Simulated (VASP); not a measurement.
Hf3Si2F: relaxation of cell and atoms with PBE

The system is Hf3Si2F.

```
Hf Si F
1.0
    -2.58936    2.58936    4.58721
     2.58936   -2.58936    4.58721
     2.58936    2.58936   -4.58721
Hf Si F
3 2 1
Direct
  0.75000 0.25000 0.50000
  0.25000 0.75000 0.50000
  0.00000 0.00000 0.00000
  0.30408 0.30408 0.00000
  0.69592 0.69592 0.00000
  0.50000 0.50000 0.00000
```

The cell was generated, and may not be a known phase.

- Program: VASP 6.6.1
- Task: relaxation of cell and atoms
- Functional: PBE
- Potentials or basis: VASP PAW PBE potentials, release 64 (Hf_pv, Si, F)
- Cutoff: 600 eV
- k mesh: 6 × 6 × 6
- Occupations: gaussian, width 0.1 eV
- Spin: no spin polarisation
- Dipole correction: no
- Further INCAR settings: ALGO = Normal; EDIFF = 1e-06; IBRION = 2; EDIFFG = -0.04; NSW = 90; ISIF = 3

```
Relaxed volume                        : 20.54 Å³/atom
Relaxed cell                          : a = 5.887 Å, b = 5.887 Å, c = 5.887 Å, α = 127.95°, β = 127.95°, γ = 76.71°
Space group after relaxing (to 0.1 Å) : I4/mmm (No. 139)
Energy gained by relaxing             : 0.4 meV/atom
Ionic steps                           : 4
Pressure after relaxing               : 0.0 GPa
Largest force after relaxing          : 0.006 eV/Å
Band gap on the k mesh                : zero (an odd number of electrons rules out a gap without spin polarisation)
```

Forces in eV/Å, atoms in the order of the input:
```
Hf   0.000  0.000  0.000
Hf   0.000  0.000  0.000
Hf   0.000  0.000  0.000
Si   0.000  0.000  0.006
Si   0.000  0.000 -0.006
F    0.000  0.000  0.000
```

The path:
| step | energy change (eV) | largest force (eV/Å) | pressure (GPa) | volume (Å³) |
| --- | --- | --- | --- | --- |
| 1 | 0.0000 | 0.0676 | 0.03 | 123.03 |
| 2 | -0.0014 | 0.0716 | 0.01 | 123.10 |
| 3 | -0.0019 | 0.0767 | -0.01 | 123.19 |
| 4 | -0.0024 | 0.0062 | -0.03 | 123.21 |

Final structure:
```
CELL_PARAMETERS angstrom
-2.58305 2.58305 4.61659
2.58305 -2.58305 4.61659
2.58305 2.58305 -4.61659
ATOMIC_POSITIONS crystal
Hf 0.75000 0.25000 0.50000
Hf 0.25000 0.75000 0.50000
Hf 0.00000 0.00000 0.00000
Si 0.30548 0.30548 0.00000
Si 0.69452 0.69452 0.00000
F 0.50000 0.50000 0.00000
```

Levels at points of the mesh, in eV from the Fermi level:
```tsv
k point	band 19	band 20	band 21	band 22	band 23	band 24	band 25	band 26
(0.00, 0.00, 0.00)	-1.42	-0.39	-0.39	-0.09	0.07	0.95	0.95	0.95
(0.50, 0.00, 0.00)	-1.78	-1.66	-1.31	-0.45	-0.33	0.41	0.61	1.19
(0.50, 0.50, 0.00)	-1.76	-1.24	-0.49	-0.01	0.31	0.39	0.69	0.82
(0.50, 0.50, 0.50)	-1.24	-1.12	-1.12	-0.93	0.64	0.64	0.87	1.20
```

Wall time 8.7 min on 1 thread of Intel Xeon 8259CL, on a shared host, peak memory 0.41 GiB.

Caveat: spin-orbit coupling is left out, which moves the levels of the heavy elements; an odd number of electrons without spin polarisation forces a metal; a magnetic or distorted state may lie lower.
